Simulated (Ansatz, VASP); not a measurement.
**KMgF3: VASP beside Ansatz**

```
CELL_PARAMETERS angstrom
4.01005 0.00000 0.00000
0.00000 4.01005 0.00000
0.00000 0.00000 4.01005
ATOMIC_POSITIONS crystal
K 0.50000 0.50000 0.50000
Mg 0.00000 0.00000 0.00000
F 0.50000 0.00000 0.00000
F 0.00000 0.50000 0.00000
F 0.00000 0.00000 0.50000
```

Alike in both runs: functional r2SCAN; k mesh 8 × 8 × 8; occupations fermi-dirac, width 0.02 eV; no spin polarisation.

Ansatz relaxed the structure, and its values are those at the end. VASP's run is a single point on that final structure, the one shown.

|  | VASP | Ansatz |
| --- | --- | --- |
| version | VASP 6.6.1 | Ansatz 0.2.0 |
| potentials or method | VASP PAW PBE potentials, release 64 (K_sv, Mg, F), cutoff 520 eV | PAW plane waves |
| valence electrons in the cell | 32 | 40 |

Ansatz gave:

```
gap on the k mesh at the Fermi level (eV) : 8.13
pressure (GPa)                            : -1.5
```

Q: What did VASP give for the same quantities?

A: gap on the k mesh at the Fermi level (eV): 8.11; pressure (GPa): -2.3.

VASP's potentials were made for PBE, not for r2SCAN. VASP's potentials hold 32 valence electrons a cell and Ansatz's 40, so a difference there can come from the potentials and not from the codes. Ansatz's warnings: stress scf threshold loose.
